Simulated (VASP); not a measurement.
Input of a VASP 6.6.1 run:

Contents of POSCAR:

```
SrO
1.0
    0.0000000000      2.5976251500      2.5976251500
    2.5976251500      0.0000000000      2.5976251500
    2.5976251500      2.5976251500      0.0000000000
Sr O
1 1
Direct
    0.5000000000      0.5000000000      0.5000000000
    0.0000000000      0.0000000000      0.0000000000
```

Contents of INCAR.step1:

```
SYSTEM = SrO
PREC     = Accurate       ! precision mode
ENCUT    = 520            ! plane-wave cutoff, eV
ISMEAR   = -1             ! smearing method
SIGMA    = 0.02           ! smearing width, eV
LREAL    = .FALSE.        ! projectors in reciprocal space
LASPH    = .TRUE.         ! aspherical terms in the spheres
NELM     = 80             ! most SCF steps
GGA      = PE             ! functional
ALGO     = Normal         ! electronic algorithm
EDIFF    = 1E-4           ! SCF threshold, eV
LWAVE    = .TRUE.         ! write WAVECAR
LCHARG   = .FALSE.        ! write CHGCAR
```

INCAR.step2

```
SYSTEM = SrO
PREC     = Accurate       ! precision mode
ENCUT    = 520            ! plane-wave cutoff, eV
EDIFF    = 1E-6           ! SCF threshold, eV
ISMEAR   = -1             ! smearing method
SIGMA    = 0.02           ! smearing width, eV
LREAL    = .FALSE.        ! projectors in reciprocal space
LASPH    = .TRUE.         ! aspherical terms in the spheres
NELM     = 80             ! most SCF steps
ALGO     = Normal         ! electronic algorithm
ISIF     = 2              ! what is computed and relaxed
LWAVE    = .FALSE.        ! write WAVECAR
LCHARG   = .FALSE.        ! write CHGCAR
METAGGA  = R2SCAN         ! meta-GGA
LMIXTAU  = .TRUE.       
IBRION   = 2              ! ionic algorithm
NSW      = 50             ! ionic steps
EDIFFG   = -0.01          ! ionic threshold
ISTART   = 1
```

KPOINTS

```
Automatic mesh
0
G
  10 10 10
  0 0 0
```

Potentials or basis: VASP PAW PBE potentials, release 64 (Sr_sv, O).

Command:

```console
$ cat potpaw_PBE.64/Sr_sv/POTCAR potpaw_PBE.64/O/POTCAR > POTCAR
$ cp INCAR.step1 INCAR
$ mpirun -np 1 vasp_std > vasp.out
$ cp INCAR.step2 INCAR
$ mpirun -np 1 vasp_std > vasp.out
```

Question: What does it give for the band gap on the k mesh?

Answer: 3.76 eV (least direct gap 3.86 eV).

Final structure:
```cif
data_structure
_symmetry_space_group_name_H-M 'P 1'
_symmetry_Int_Tables_number 1
_cell_length_a 3.6736
_cell_length_b 3.6736
_cell_length_c 3.6736
_cell_angle_alpha 60.000
_cell_angle_beta 60.000
_cell_angle_gamma 60.000
_cell_volume 35.06
loop_
_atom_site_label
_atom_site_type_symbol
_atom_site_fract_x
_atom_site_fract_y
_atom_site_fract_z
_atom_site_occupancy
Sr1 Sr 0.50000 0.50000 0.50000 1
O1 O 0.00000 0.00000 0.00000 1
```

Caveat: the relaxation stopped at its first step, so nothing moved. A k mesh can miss the band edges.
